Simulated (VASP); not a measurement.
Wanted: the native input for a VASP 6.6.1 run.

```yaml
Task: single point
Functional: PBE
Potentials_or_basis: VASP PAW PBE potentials, release 64 (Ti_sv, B)
Cutoff: 520 eV
k_mesh: 4 × 4 × 4
Occupations: gaussian, width 0.1 eV
Spin: no spin polarisation
Dipole_correction: no
Further_INCAR_settings: ALGO = Normal; EDIFF = 1e-07; NBANDS = 27
```

The structure of TiB2 lies in POSCAR:

```
TiB2
1.0
    0.0000000000      3.2600973100      3.2600973100
    3.2600973100      0.0000000000      3.2600973100
    3.2600973100      3.2600973100      0.0000000000
Ti B
2 4
Direct
    0.7500000000      0.7500000000      0.7500000000
    0.5000000000      0.5000000000      0.5000000000
    0.6250000000      0.6250000000      0.6250000000
    0.6250000000      0.6250000000      0.1250000000
    0.6250000000      0.1250000000      0.6250000000
    0.1250000000      0.6250000000      0.6250000000
```

These files were run (other wordings do the same):

INCAR

```
  PREC = Accurate
  ENCUT = 520
  EDIFF = 1E-7
  ISMEAR = 0
  SIGMA = 0.1
  LREAL = F
  LASPH = T
  NELM = 100
  ALGO = Normal
  ISIF = 2
  LWAVE = F
  LCHARG = F
  GGA = PE
  NBANDS = 27
```

KPOINTS

```
regular mesh
0
Gamma
  4 4 4
```

Potentials or basis: VASP PAW PBE potentials, release 64 (Ti_sv, B).

Run with:

```bash
$ cat potpaw_PBE.64/Ti_sv/POTCAR potpaw_PBE.64/B/POTCAR > POTCAR
$ mpirun -np 1 vasp_std > vasp.out
```

Results of the run:

```
Pressure               : 162.4 GPa
Band gap on the k mesh : zero (band 18 reaches 6.25 eV, above the bottom of band 19 at 2.73 eV)
```

Caveat: the k points lie up to 0.42 Å⁻¹ apart.

Wall time 22 s on 1 thread of Intel Xeon 6975P-C, with other jobs on the host, peak memory 0.2 GiB.
